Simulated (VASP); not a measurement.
# B (R-3m) in VASP: notebook

Runs on B. Level: r2SCAN. Tasks: single point.

Program: VASP 6.6.1. These are calculated values, not measurements. Logs are shortened: lines on timing, memory, paths and dates and some standing lists are left out, and cuts for length are marked.

**1. The cell of the first run**

The structure is trigonal, space group R-3m (No. 166). The conventional cell has a = 4.793 Å, b = 4.793 Å, c = 12.284 Å, α = 90.00°, β = 90.00°, γ = 120.00°. Within 2.2 Å of B (site symmetry m) lie 6 B at 1.63 to 1.76 Å. B (site symmetry m) has 7 B at 1.75 to 1.95 Å within 2.3 Å.

**2. Single point, r2SCAN (volume scaled by 0.94, then relaxed in part)**

POSCAR reads:

```
B
1.0
    2.3967406425      1.3837588552      4.0945341675
   -2.3967406425      1.3837588552      4.0945341675
    0.0000000000     -2.7675177102      4.0945341676
B
12
Direct
    0.0107949188      0.6531408215      0.0107949188
    0.0107949188      0.0107949188      0.6531408215
    0.6531408215      0.0107949188      0.0107949188
    0.9892050812      0.3468591785      0.9892050812
    0.3468591785      0.9892050812      0.9892050812
    0.9892050812      0.9892050812      0.3468591785
    0.2226896477      0.6286291112      0.2226896477
    0.2226896477      0.2226896477      0.6286291112
    0.6286291112      0.2226896477      0.2226896477
    0.7773103523      0.3713708888      0.7773103523
    0.3713708888      0.7773103523      0.7773103523
    0.7773103523      0.7773103523      0.3713708888
```

INCAR.step1 reads:

```
SYSTEM = B
PREC = Accurate
ENCUT = 520
ISMEAR = 0
SIGMA = 0.02
LREAL = .FALSE.
LASPH = .TRUE.
NELM = 100
NBANDS = 30
GGA = PE
ALGO = Normal
EDIFF = 1E-4
LWAVE = .TRUE.
LCHARG = .FALSE.
```

INCAR.step2 reads:

```
SYSTEM = B
PREC = Accurate
ENCUT = 520
EDIFF = 1E-6
ISMEAR = 0
SIGMA = 0.02
LREAL = .FALSE.
LASPH = .TRUE.
NELM = 100
ALGO = Normal
ISIF = 2
LWAVE = .FALSE.
LCHARG = .FALSE.
METAGGA = R2SCAN
LMIXTAU = .TRUE.
NBANDS = 30
ISTART = 1
```

KPOINTS reads:

```
Automatic mesh
0
G
  9 9 9
  0 0 0
```

Potentials or basis: VASP PAW PBE potentials, release 64 (B).

Started as:

```console
cat potpaw_PBE.64/B/POTCAR > POTCAR
cp INCAR.step1 INCAR
mpirun -np 1 vasp_std > vasp.out
cp INCAR.step2 INCAR
mpirun -np 1 vasp_std > vasp.out
```

OUTCAR:

```text
SYSTEM = B
   PREC = Accurate
   ENCUT = 520
   EDIFF = 1E-6
   ISMEAR = 0
   LREAL = .FALSE.
   LASPH = .TRUE.
   NELM = 100
   ISIF = 2
   METAGGA = R2SCAN
   ISTART = 1

 ion  position               nearest neighbor table
   1  0.011  0.653  0.011-   4 1.63   3 1.71   2 1.71   7 1.76  11 1.76  12 1.76
   2  0.011  0.011  0.653-   6 1.63   3 1.71   1 1.71   8 1.76  10 1.76  11 1.76
   3  0.653  0.011  0.011-   5 1.63   1 1.71   2 1.71   9 1.76  10 1.76  12 1.76
   4  0.989  0.347  0.989-   1 1.63   5 1.71   6 1.71  10 1.76   9 1.76   8 1.76
   5  0.347  0.989  0.989-   3 1.63   4 1.71   6 1.71  11 1.76   7 1.76   8 1.76
   6  0.989  0.989  0.347-   2 1.63   4 1.71   5 1.71  12 1.76   9 1.76   7 1.76
   7  0.223  0.629  0.223-  12 1.75  11 1.75   1 1.76   5 1.76   6 1.76   9 1.95   8 1.95
   8  0.223  0.223  0.629-  10 1.75  11 1.75   2 1.76   4 1.76   5 1.76   7 1.95   9 1.95
   9  0.629  0.223  0.223-  12 1.75  10 1.75   3 1.76   4 1.76   6 1.76   7 1.95   8 1.95
  10  0.777  0.371  0.777-   8 1.75   9 1.75   4 1.76   3 1.76   2 1.76  11 1.95  12 1.95
  11  0.371  0.777  0.777-   8 1.75   7 1.75   5 1.76   1 1.76   2 1.76  10 1.95  12 1.95
  12  0.777  0.777  0.371-   7 1.75   9 1.75   6 1.76   3 1.76   1 1.76  10 1.95  11 1.95

  LATTYP: Found a trigonal (rhomboedric) cell.
 ALAT       =     4.9421012055
 COS(alpha) =     0.5296200441

  Lattice vectors:

 A1 = (   2.3967406425,   1.3837588552,   4.0945341675)
 A2 = (  -2.3967406425,   1.3837588552,   4.0945341675)
 A3 = (   0.0000000000,  -2.7675177102,   4.0945341676)

Analysis of symmetry for initial positions (statically):
=====================================================================
 Subroutine PRICEL returns:
 Original cell was already a primitive cell.

 Routine SETGRP: Setting up the symmetry group for a
 trigonal (rhombohedral) supercell.

 Subroutine GETGRP returns: Found 12 space group operations
 (whereof 12 operations were pure point group operations)
 out of a pool of 12 trial point group operations.

The static configuration has the point symmetry D_3d.

Analysis of symmetry for dynamics (positions and initial velocities):
=====================================================================
 Subroutine PRICEL returns:
 Original cell was already a primitive cell.

 Routine SETGRP: Setting up the symmetry group for a
 trigonal (rhombohedral) supercell.

 Subroutine GETGRP returns: Found 12 space group operations
 (whereof 12 operations were pure point group operations)
 out of a pool of 12 trial point group operations.

The dynamic configuration has the point symmetry D_3d.

[... 126 lines left out ...]
   POTIM  = 0.5000    time-step for ionic-motion
   TEBEG  =    0.0;   TEEND  =   0.0 temperature during run
   PSTRESS=    0.0 pullay stress
   NELECT =      36.0000    total number of electrons
   NUPDOWN=      -1.0000    fix difference up-down
   EMIN   =  10.00;   EMAX   =-10.00  energy-range for DOS
   EFERMI =   0.00;   METHOD = LEGACY
   ISMEAR =     0;   SIGMA  =   0.02  broadening in eV -4-tet -1-fermi 0-gaus
   EFERMI_NEDOS =   21; number of points for ismear=-14 and -15
   IALGO  =     38    algorithm
   IMIX   =      4    mixing-type and parameters
     AMIX     =   0.40;   BMIX     =  1.00
     AMIX_MAG =   1.60;   BMIX_MAG =  1.00
  volume/ion in A,a.u.               =       6.79        45.82
  Fermi-wavevector in a.u.,A,eV,Ry     =   1.246895  2.356290 21.153624  1.554747
  Thomas-Fermi vector in A             =   2.381052
   LORBIT       =      0    0 simple, 1 ext, 2 COOP (PROOUT), +10 PAW based schemes
   METAGGA = R2SCAN    functional components
   LHFCALC =     F    Hartree Fock is set to
   AEXX    =    0.0000 exact exchange contribution
   IVDW    =     0    specifies the selected vdW correction
   LEPSILON=     F    determine dielectric tensor
   LRPA    =     F    only Hartree local field effects (RPA)
 non-spin polarized calculation
 Gauss-broadening in eV      SIGMA  =   0.02
  energy-cutoff  :      520.00
  volume of cell :       81.48
 maximum number of plane-waves:      2207
 NGX is ok and might be reduce to    40
   NGX = 19   NGY = 19   NGZ = 19

 number of electron      36.0000000 magnetization

 Free energy of the ion-electron system (eV)
  ---------------------------------------------------
  ext. energy  EPLUGINS =         0.00000000
  ---------------------------------------------------
  free energy    TOTEN  =       -87.88549613 eV

  energy without entropy =      -87.88549613  energy(sigma->0) =      -87.88549613

 E-fermi :   6.8563     XC(G=0): -12.5966

 val. band max:        6.6930832714   @ k =   0.4444   0.4444   0.4444
 cond. band min:       8.0286506932   @ k =   0.1111   0.1111   0.1111
 fundamental gap:      1.3355674218
 Fermi energy:         6.8563339267

 k-point     1 :       0.0000    0.0000    0.0000
  band No.  band energies     occupation
      1     -11.1917      2.00000
      2      -4.8616      2.00000
      3      -4.5664      2.00000
      4      -4.5664      2.00000
      5      -3.5717      2.00000
      6      -2.8349      2.00000
[... 781 lines left out ...]
     29      16.5320      0.00000
     30      16.9136      0.00000

 [... further k-points ...]
[... 5 lines left out ...]
  --------------------------------------------------------------------------------------
  -------------------------------------------------------------------------------------
  Total        7.8098193      7.8098193      7.6728420      0.0000000     -0.0000000      0.0000000
  in kB      153.5728220    153.5728220    150.8792903      0.0000000     -0.0000000      0.0000000
  external PRESSURE =     152.6749781 kB  Pullay stress =       0.0000000 kB

 VOLUME and BASIS-vectors are now :
 -----------------------------------------------------------------------------
  energy-cutoff  :      520.00
  volume of cell :       81.48
      direct lattice vectors                 reciprocal lattice vectors
     2.396740643  1.383758855  4.094534167     0.208616648  0.120444878  0.081409342
    -2.396740643  1.383758855  4.094534167    -0.208616648  0.120444878  0.081409342
     0.000000000 -2.767517710  4.094534168     0.000000000 -0.240889756  0.081409342

 POSITION                                       TOTAL-FORCE (eV/Angst)
 -----------------------------------------------------------------------------------
     -1.53954      0.88885      2.76271         0.012442     -0.007184     -0.014681
      0.00000     -1.77770      2.76271         0.000000      0.014367     -0.014681
      1.53954      0.88885      2.76271        -0.012442     -0.007184     -0.014681
      1.53954     -0.88885      9.52089        -0.012442      0.007184      0.014681
     -1.53954     -0.88885      9.52089         0.012442      0.007184      0.014681
      0.00000      1.77770      9.52089         0.000000     -0.014367      0.014681
     -0.97293      0.56172      4.39756         0.025724     -0.014852      0.007425
      0.00000     -1.12344      4.39756         0.000000      0.029704      0.007425
      0.97293      0.56172      4.39756        -0.025724     -0.014852      0.007425
      0.97293     -0.56172      7.88604        -0.025724      0.014852     -0.007425
     -0.97293     -0.56172      7.88604         0.025724      0.014852     -0.007425
      0.00000      1.12344      7.88604         0.000000     -0.029704     -0.007425
 -----------------------------------------------------------------------------------
    total drift:                               -0.000000     -0.000000      0.000000

  FREE ENERGIE OF THE ION-ELECTRON SYSTEM (eV)
  ---------------------------------------------------
  free  energy   TOTEN  =       -87.8854961265 eV

  energy  without entropy=      -87.8854961265  energy(sigma->0) =      -87.88549613
```

OUTCAR.step1:

```text
SYSTEM = B
   PREC = Accurate
   ENCUT = 520
   ISMEAR = 0
   LREAL = .FALSE.
   LASPH = .TRUE.
[... 1054 lines left out ...]
      0.97293     -0.56172      7.88604        -0.139354      0.080456     -0.025044
     -0.97293     -0.56172      7.88604         0.139354      0.080456     -0.025044
      0.00000      1.12344      7.88604         0.000000     -0.160913     -0.025044
 -----------------------------------------------------------------------------------
    total drift:                               -0.000000     -0.000000      0.000000

  FREE ENERGIE OF THE ION-ELECTRON SYSTEM (eV)
  ---------------------------------------------------
  free  energy   TOTEN  =       -80.2016550229 eV

  energy  without entropy=      -80.2016550229  energy(sigma->0) =      -80.20165502
```

Run time: 16 min. Hardware: 1 thread of Intel Xeon Platinum 8259CL at 2.50GHz (Skylake/Cascade Lake), shared host; peak memory 0.33 GiB.

What came out:

* Free energy: -87.8855 eV
* Pressure: 15.3 GPa
* Largest force: 0.031 eV/Å
* Band gap on the k mesh: 1.34 eV, indirect (least direct gap 1.70 eV)

Forces in eV/Å, atoms in the order of the input:
```
B    0.012 -0.007 -0.015
B    0.000  0.014 -0.015
B   -0.012 -0.007 -0.015
B   -0.012  0.007  0.015
B    0.012  0.007  0.015
B    0.000 -0.014  0.015
B    0.026 -0.015  0.007
B    0.000  0.030  0.007
B   -0.026 -0.015  0.007
B   -0.026  0.015 -0.007
B    0.026  0.015 -0.007
B    0.000 -0.030 -0.007
```

Caveat: the PAW data sets were made with another functional, which shifts forces and pressure a little.

**3. Single point, r2SCAN (volume scaled by 0.97, then relaxed in part)**

POSCAR reads:

```
B
1.0
    2.4230526452      1.3989500970      4.1339456347
   -2.4230526452      1.3989500970      4.1339456347
    0.0000000000     -2.7979001939      4.1339456347
B
12
Direct
    0.0103497057      0.6537435638      0.0103497057
    0.0103497057      0.0103497057      0.6537435638
    0.6537435638      0.0103497057      0.0103497057
    0.9896502943      0.3462564362      0.9896502943
    0.3462564362      0.9896502943      0.9896502943
    0.9896502943      0.9896502943      0.3462564362
    0.2216208038      0.6301329111      0.2216208038
    0.2216208038      0.2216208038      0.6301329111
    0.6301329111      0.2216208038      0.2216208038
    0.7783791962      0.3698670889      0.7783791962
    0.3698670889      0.7783791962      0.7783791962
    0.7783791962      0.7783791962      0.3698670889
```

INCAR.step1 reads:

```
SYSTEM = B
PREC = Accurate
ENCUT = 520
ISMEAR = 0
SIGMA = 0.02
LREAL = .False.
LASPH = .True.
NELM = 100
NBANDS = 30
GGA = PE
ALGO = Normal
EDIFF = 1E-4
LWAVE = .True.
LCHARG = .False.
```

INCAR.step2 reads:

```
SYSTEM = B
PREC = Accurate
ENCUT = 520
EDIFF = 1E-7
ISMEAR = 0
SIGMA = 0.02
LREAL = .False.
LASPH = .True.
NELM = 100
ALGO = Normal
ISIF = 2
LWAVE = .False.
LCHARG = .False.
METAGGA = R2SCAN
LMIXTAU = .True.
NBANDS = 30
ISTART = 1
```

KPOINTS reads:

```
regular mesh
0
Gamma
  9 9 9
  0 0 0
```

Potentials or basis: VASP PAW PBE potentials, release 64 (B).

Started as:

```console
cat potpaw_PBE.64/B/POTCAR > POTCAR
cp INCAR.step1 INCAR
mpirun -np 1 vasp_std > vasp.out
cp INCAR.step2 INCAR
mpirun -np 1 vasp_std > vasp.out
```

OUTCAR:

```text
SYSTEM = B
   PREC = Accurate
   ENCUT = 520
   EDIFF = 1E-7
   ISMEAR = 0
   LREAL = .False.
   LASPH = .True.
   NELM = 100
   ISIF = 2
   METAGGA = R2SCAN
   ISTART = 1

 ion  position               nearest neighbor table
   1  0.010  0.654  0.010-   4 1.65   2 1.73   3 1.73   7 1.78  12 1.78  11 1.78
   2  0.010  0.010  0.654-   6 1.65   3 1.73   1 1.73   8 1.78  10 1.78  11 1.78
   3  0.654  0.010  0.010-   5 1.65   2 1.73   1 1.73   9 1.78  12 1.78  10 1.78
   4  0.990  0.346  0.990-   1 1.65   6 1.73   5 1.73  10 1.78   8 1.78   9 1.78
   5  0.346  0.990  0.990-   3 1.65   6 1.73   4 1.73  11 1.78   8 1.78   7 1.78
   6  0.990  0.990  0.346-   2 1.65   4 1.73   5 1.73  12 1.78   9 1.78   7 1.78
   7  0.222  0.630  0.222-  11 1.76  12 1.76   1 1.78   6 1.78   5 1.78   8 1.98   9 1.98
   8  0.222  0.222  0.630-  10 1.76  11 1.76   2 1.78   4 1.78   5 1.78   7 1.98   9 1.98
   9  0.630  0.222  0.222-  10 1.76  12 1.76   3 1.78   6 1.78   4 1.78   8 1.98   7 1.98
  10  0.778  0.370  0.778-   9 1.76   8 1.76   4 1.78   2 1.78   3 1.78  12 1.98  11 1.98
  11  0.370  0.778  0.778-   7 1.76   8 1.76   5 1.78   2 1.78   1 1.78  12 1.98  10 1.98
  12  0.778  0.778  0.370-   7 1.76   9 1.76   6 1.78   3 1.78   1 1.78  10 1.98  11 1.98

  LATTYP: Found a trigonal (rhomboedric) cell.
 ALAT       =     4.9917684247
 COS(alpha) =     0.5287549118

  Lattice vectors:

 A1 = (   2.4230526452,   1.3989500970,   4.1339456347)
 A2 = (  -2.4230526452,   1.3989500970,   4.1339456347)
 A3 = (   0.0000000000,  -2.7979001939,   4.1339456347)

Analysis of symmetry for initial positions (statically):
=====================================================================
 Subroutine PRICEL returns:
 Original cell was already a primitive cell.

 Routine SETGRP: Setting up the symmetry group for a
 trigonal (rhombohedral) supercell.

 Subroutine GETGRP returns: Found 12 space group operations
 (whereof 12 operations were pure point group operations)
 out of a pool of 12 trial point group operations.

The static configuration has the point symmetry D_3d.

[... 158 lines left out ...]
   LHFCALC =     F    Hartree Fock is set to
   AEXX    =    0.0000 exact exchange contribution
   IVDW    =     0    specifies the selected vdW correction
   LEPSILON=     F    determine dielectric tensor
   LRPA    =     F    only Hartree local field effects (RPA)
 non-spin polarized calculation
 Gauss-broadening in eV      SIGMA  =   0.02
  energy-cutoff  :      520.00
  volume of cell :       84.08
 maximum number of plane-waves:      2283
 NGX is ok and might be reduce to    40
   NGX = 19   NGY = 19   NGZ = 19

 number of electron      36.0000000 magnetization

 Free energy of the ion-electron system (eV)
  ---------------------------------------------------
  ext. energy  EPLUGINS =         0.00000000
  ---------------------------------------------------
  free energy    TOTEN  =       -88.06748423 eV

  energy without entropy =      -88.06748423  energy(sigma->0) =      -88.06748423

 E-fermi :   6.4122     XC(G=0): -12.4491

 val. band max:        6.2881868756   @ k =   0.4444   0.4444   0.4444
 cond. band min:       7.7972743545   @ k =   0.0000   0.0000   0.0000
 fundamental gap:      1.5090874790
 Fermi energy:         6.4122167240

 k-point     1 :       0.0000    0.0000    0.0000
  band No.  band energies     occupation
      1     -11.2271      2.00000
      2      -5.0479      2.00000
      3      -4.7689      2.00000
      4      -4.7689      2.00000
      5      -3.6259      2.00000
      6      -2.9497      2.00000
[... 781 lines left out ...]
     29      16.0431      0.00000
     30      16.4240      0.00000

 [... further k-points ...]
[... 5 lines left out ...]
  --------------------------------------------------------------------------------------
  -------------------------------------------------------------------------------------
  Total        3.8219319      3.8219319      3.7078405      0.0000000      0.0000000     -0.0000000
  in kB       72.8303570     72.8303570     70.6562435      0.0000000      0.0000000     -0.0000000
  external PRESSURE =      72.1056525 kB  Pullay stress =       0.0000000 kB

 VOLUME and BASIS-vectors are now :
 -----------------------------------------------------------------------------
  energy-cutoff  :      520.00
  volume of cell :       84.08
      direct lattice vectors                 reciprocal lattice vectors
     2.423052645  1.398950097  4.133945635     0.206351274  0.119136964  0.080633216
    -2.423052645  1.398950097  4.133945635    -0.206351274  0.119136964  0.080633216
     0.000000000 -2.797900194  4.133945635     0.000000000 -0.238273927  0.080633216

 POSITION                                       TOTAL-FORCE (eV/Angst)
 -----------------------------------------------------------------------------------
     -1.55898      0.90008      2.78811         0.008744     -0.005048     -0.011112
      0.00000     -1.80015      2.78811         0.000000      0.010097     -0.011112
      1.55898      0.90008      2.78811        -0.008744     -0.005048     -0.011112
      1.55898     -0.90008      9.61373        -0.008744      0.005048      0.011112
     -1.55898     -0.90008      9.61373         0.008744      0.005048      0.011112
      0.00000      1.80015      9.61373         0.000000     -0.010097      0.011112
     -0.98985      0.57149      4.43727         0.022698     -0.013105      0.006672
      0.00000     -1.14298      4.43727         0.000000      0.026210      0.006672
      0.98985      0.57149      4.43727        -0.022698     -0.013105      0.006672
      0.98985     -0.57149      7.96456        -0.022698      0.013105     -0.006672
     -0.98985     -0.57149      7.96456         0.022698      0.013105     -0.006672
      0.00000      1.14298      7.96456         0.000000     -0.026210     -0.006672
 -----------------------------------------------------------------------------------
    total drift:                                0.000000      0.000000     -0.000000

  FREE ENERGIE OF THE ION-ELECTRON SYSTEM (eV)
  ---------------------------------------------------
  free  energy   TOTEN  =       -88.0674842305 eV

  energy  without entropy=      -88.0674842305  energy(sigma->0) =      -88.06748423
```

Run time: 13 min. Hardware: 1 thread of AMD EPYC 7R43 (Zen 3), shared host; peak memory 0.29 GiB.

What came out:

| Quantity | Value |
| --- | --- |
| Free energy | -88.0675 eV |
| Pressure | 7.2 GPa |
| Largest force | 0.027 eV/Å |
| Band gap on the k mesh | 1.51 eV, indirect (least direct gap 1.87 eV) |

Forces on the atoms (eV/Å):
```
B    0.009 -0.005 -0.011
B    0.000  0.010 -0.011
B   -0.009 -0.005 -0.011
B   -0.009  0.005  0.011
B    0.009  0.005  0.011
B    0.000 -0.010  0.011
B    0.023 -0.013  0.007
B    0.000  0.026  0.007
B   -0.023 -0.013  0.007
B   -0.023  0.013 -0.007
B    0.023  0.013 -0.007
B    0.000 -0.026 -0.007
```

Caveat: the PAW data sets were made with another functional, which shifts forces and pressure a little.

(Continued in part 2 of 3.)
